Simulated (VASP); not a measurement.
Runs of VASP 6.6.1 on BaS. It takes space group F-43m (No. 216, cubic). The conventional cell has a = 7.039 Å, b = 7.039 Å, c = 7.039 Å, α = 90.00°, β = 90.00°, γ = 90.00°. Ba (site symmetry -43m) has 4 S at 3.05 Å within 4.0 Å. S (site symmetry -43m) has 4 Ba at 3.05 Å within 4.0 Å. 

```tsv
level	k mesh	cutoff (eV)	smearing	grid for exact exchange (PRECFOCK)	share of exact exchange	screening parameter	gap on the mesh (eV)	pressure (GPa)
PBEsol	4 × 4 × 4	500	gaussian 0.01 eV	-	-	-	2.63	-0.8
PBEsol	4 × 4 × 4	500	gaussian 0.5 eV	-	-	-	2.63	-0.8
PBEsol	4 × 4 × 4	500	methfessel-paxton 0.05 eV	-	-	-	2.63	-0.8
PBEsol	4 × 4 × 4	500	fermi-dirac 0.05 eV	-	-	-	2.63	-0.8
HSE06	2 × 2 × 2	400	gaussian 0.01 eV	Normal	0.25	0.2079 1/Å	(a)	0.3
```

Alike in all rows: task single point; potentials or basis VASP PAW PBE potentials, release 64 (Ba_sv, S); no spin polarisation; cell as given.

Question: Fill in the values left out.

Answer: (a) 3.69.

Caveats: some runs use coarse meshes; the PAW data sets were made with another functional, which shifts forces and pressure a little; spin-orbit coupling is left out, which moves the levels of the heavy elements.

A k mesh can miss the band edges, and the runs leave out spin-orbit coupling on Ba.
